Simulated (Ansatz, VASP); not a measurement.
# One calculation of La, two programs

File INCAR:

```
PREC     = Accurate       # precision mode
ENCUT    = 520            # plane-wave cutoff, eV
EDIFF    = 1E-6           # SCF threshold, eV
ISMEAR   = -1             # smearing method
SIGMA    = 0.05           # smearing width, eV
LREAL    = F              # projectors in reciprocal space
LASPH    = T              # aspherical terms in the spheres
NELM     = 100            # most SCF steps
ALGO     = Normal         # electronic algorithm
ISIF     = 2              # what is computed and relaxed
LWAVE    = F              # write WAVECAR
LCHARG   = F              # write CHGCAR
GGA      = PE             # functional
NBANDS   = 12             # bands
```

The input KPOINTS:

```
Automatic mesh
0
Gamma
  11 11 11
```

Contents of POSCAR:

```
La
1.0
    0.0000000000      2.6480000000      2.6480000000
    2.6480000000      0.0000000000      2.6480000000
    2.6480000000      2.6480000000      0.0000000000
La
1
Direct
    0.0000000000      0.0000000000      0.0000000000
```

Input for Ansatz:

```yaml
crystal:
  lattice:
    - [0.0, 2.648, 2.648]
    - [2.648, 0.0, 2.648]
    - [2.648, 2.648, 0.0]
  atoms:
    - { symbol: La, position: [0.0, 0.0, 0.0] }
kpoints:
  mp_grid: { grid: [11, 11, 11] }
scf:
  occupations: { method: fermi_dirac, width: 0.05 }
hamiltonian:
  xc: pbe
  pseudopotentials: { kind: all_electron, lapw: { basis_error: 0.00025 } }
output:
  forces: true
  stress: true
  eigenvalues: true
basis:
  ecutwfc: 180
```

Alike in both runs: task single point; functional PBE; k mesh 11 × 11 × 11; occupations fermi-dirac, width 0.05 eV; no spin polarisation.

|  | VASP | Ansatz |
| --- | --- | --- |
| version | VASP 6.6.1 | Ansatz 0.2.0 |
| potentials or method | VASP PAW PBE potentials, release 64 (La), cutoff 520 eV | all-electron LAPW, scalar-relativistic |

Ansatz gave:

| Property | Result |
| --- | --- |
| pressure (GPa) | -0.1 |

Task: Which values does VASP return?

Result: Pressure (GPa): 0.0.

Ansatz ran all-electron here, and VASP with PAW potentials.

Spin-orbit coupling is off throughout.
